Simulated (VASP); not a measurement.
Here is a VASP 6.6.1 calculation.

File INCAR:

```
SYSTEM = Tl
PREC     = Accurate       ! precision mode
ENCUT    = 600            ! plane-wave cutoff, eV
EDIFF    = 1E-6           ! SCF threshold, eV
ISMEAR   = -1             ! smearing method
SIGMA    = 0.05           ! smearing width, eV
LREAL    = .FALSE.        ! projectors in reciprocal space
LASPH    = .TRUE.         ! aspherical terms in the spheres
NELM     = 100            ! most SCF steps
ALGO     = Normal         ! electronic algorithm
ISIF     = 3              ! what is computed and relaxed
LWAVE    = .FALSE.        ! write WAVECAR
LCHARG   = .FALSE.        ! write CHGCAR
IBRION   = 2              ! ionic algorithm
NSW      = 60             ! ionic steps
EDIFFG   = -0.005         ! ionic threshold
```

Contents of KPOINTS:

```
Automatic mesh
0
G
  15 15 15
  0 0 0
```

Contents of POSCAR:

```
Tl
1.0
   -1.8961139409      1.8961139409      1.8961139409
    1.8961139409     -1.8961139409      1.8961139409
    1.8961139409      1.8961139409     -1.8961139409
Tl
1
Direct
    0.0000000000      0.0000000000      0.0000000000
```

Potentials or basis: VASP PAW LDA potentials, release 64 (Tl_d).

Launch:

```bash
$ cat potpaw_LDA.64/Tl_d/POTCAR > POTCAR
$ mpirun -np 1 vasp_std > vasp.out
```

(1) Estimate the space group after relaxing (to 0.05 Å).

(2) Estimate the relaxed volume.

(3) Predict the relaxed cell.

Answers

(1) Im-3m (No. 229).

(2) 27.36 Å³/atom.

(3) a = 3.288 Å, b = 3.288 Å, c = 3.288 Å, α = 109.47°, β = 109.47°, γ = 109.47°.
